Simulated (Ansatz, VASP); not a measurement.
## Two plane-wave programs on BP

The input INCAR:

```
PREC = Accurate ; ENCUT = 500
EDIFF = 1E-6 ; ISMEAR = 0
SIGMA = 0.02 ; LREAL = False
LASPH = True ; NELM = 120
ALGO = Normal ; ISIF = 2
LWAVE = False ; LCHARG = False
GGA = PE ; NBANDS = 11
GGA_COMPAT = False
```

File KPOINTS:

```
regular mesh
0
Gamma
  14 14 14
```

POSCAR

```
BP
1.0
    0.0000000000      2.2690000000      2.2690000000
    2.2690000000      0.0000000000      2.2690000000
    2.2690000000      2.2690000000      0.0000000000
B P
1 1
Direct
    0.0000000000      0.0000000000      0.0000000000
    0.2500000000      0.2500000000      0.2500000000
```

Input for Ansatz:

```yaml
crystal:
  lattice:
    - [0.0, 2.269, 2.269]
    - [2.269, 0.0, 2.269]
    - [2.269, 2.269, 0.0]
  atoms:
    - { symbol: B, position: [0.0, 0.0, 0.0] }
    - { symbol: P, position: [0.25, 0.25, 0.25] }
basis:
  ecutwfc: 420
kpoints:
  mp_grid: { grid: [14, 14, 14] }
hamiltonian:
  xc: pbe
scf:
  occupations: { method: gaussian, width: 0.02 }
output:
  forces: true
  stress: true
  eigenvalues: true
```

Alike in both runs: task single point; functional PBE; k mesh 14 × 14 × 14; occupations gaussian, width 0.02 eV; no spin polarisation.

|  | VASP | Ansatz |
| --- | --- | --- |
| version | VASP 6.6.1 | Ansatz 0.2.0 |
| potentials or method | VASP PAW PBE potentials, release 64 (B, P), cutoff 500 eV | scalar-relativistic, plane waves, PAW |
| valence electrons in the cell | 8 | 8 |

```csv
,VASP,Ansatz,Ansatz less VASP
gap on the k mesh at the Fermi level (eV),1.24,1.24,+0.004
least direct gap on the mesh (eV),3.40,3.40,+0.003
pressure (GPa),0.9,1.1,+0.23
```

The functional is the same, so the differences come from potentials, cutoffs and numerics.
